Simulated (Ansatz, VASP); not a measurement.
## Al6H: VASP beside Ansatz

The input INCAR:

```
ALGO = Normal
DIPOL = 0.5 0.5 0.293
EDIFF = 1E-6
ENCUT = 520
GGA = PE
IDIPOL = 3
ISIF = 2
ISMEAR = 0
LASPH = True
LCHARG = False
LDIPOL = True
LREAL = False
LWAVE = False
NBANDS = 32
NELM = 100
PREC = Accurate
SIGMA = 0.1
```

The input KPOINTS:

```
k-points
0
Gamma
  5 5 1
```

The input POSCAR:

```
Al6H
1.0
    5.7135165837      0.0000000000      0.0000000000
    0.0000000000      5.7135165837      0.0000000000
    0.0000000000      0.0000000000     22.1746954375
Al H
12 2
Direct
    0.2500000000      0.2500000000      0.1803857921
    0.2500000000      0.7500000000      0.1803857921
    0.7500000000      0.2500000000      0.1803857921
    0.7500000000      0.7500000000      0.1803857921
    0.0000000000      0.0000000000      0.2744050924
    0.0000000000      0.5000000000      0.2744050924
    0.5000000000      0.0000000000      0.2744050924
    0.5000000000      0.5000000000      0.2744050924
    0.2500000000      0.2500000000      0.3686497278
    0.2500000000      0.7500000000      0.3686497278
    0.7500000000      0.2500000000      0.3686497278
    0.7500000000      0.7500000000      0.3686497278
    0.0000000000     -0.1618092792      0.4033739928
    0.0000000000      0.1618092792      0.4033739928
```

Input for Ansatz:

```yaml
crystal:
  lattice:
    - [5.7135165837, 0.0, 0.0]
    - [0.0, 5.7135165837, 0.0]
    - [0.0, 0.0, 22.1746954375]
  atoms:
    - { symbol: Al, position: [0.25, 0.25, 0.1803857921] }
    - { symbol: Al, position: [0.25, 0.75, 0.1803857921] }
    - { symbol: Al, position: [0.75, 0.25, 0.1803857921] }
    - { symbol: Al, position: [0.75, 0.75, 0.1803857921] }
    - { symbol: Al, position: [0.0, 0.0, 0.2744050924] }
    - { symbol: Al, position: [0.0, 0.5, 0.2744050924] }
    - { symbol: Al, position: [0.5, 0.0, 0.2744050924] }
    - { symbol: Al, position: [0.5, 0.5, 0.2744050924] }
    - { symbol: Al, position: [0.25, 0.25, 0.3686497278] }
    - { symbol: Al, position: [0.25, 0.75, 0.3686497278] }
    - { symbol: Al, position: [0.75, 0.25, 0.3686497278] }
    - { symbol: Al, position: [0.75, 0.75, 0.3686497278] }
    - { symbol: H, position: [0.0, -0.1618092792, 0.4033739928] }
    - { symbol: H, position: [0.0, 0.1618092792, 0.4033739928] }
basis:
  ecutwfc: 420
kpoints:
  mp_grid: { grid: [5, 5, 1] }
hamiltonian:
  xc: pbe
  pseudopotentials: { kind: paw, azcp: { folder: soft_1 } }
scf:
  occupations: { method: gaussian, width: 0.1 }
output:
  forces: true
  eigenvalues: true
efield:
  axis: 3
  dipole_correction: true
  ramp_width: 0.04
```

Alike in both runs: task single point; functional PBE; k mesh 5 × 5 × 1; occupations gaussian, width 0.1 eV; no spin polarisation.

|  | VASP | Ansatz |
| --- | --- | --- |
| version | VASP 6.6.1 | Ansatz 0.2.0 |
| potentials or method | VASP PAW PBE potentials, release 64 (Al, H), cutoff 520 eV | scalar-relativistic, plane waves, PAW |
| valence electrons in the cell | 38 | 38 |

VASP gave:

- gap on the k mesh at the Fermi level (eV): none
- rms of the force components (eV/Å): 0.331

Problem. What did Ansatz give for the same quantities?

Solution. gap on the k mesh at the Fermi level (eV): none; rms of the force components (eV/Å): 0.330.

Atom by atom the forces differ by 0.001 eV/Å (rms over components). A gap of «none» marks a metal or a gap that the smearing closes.
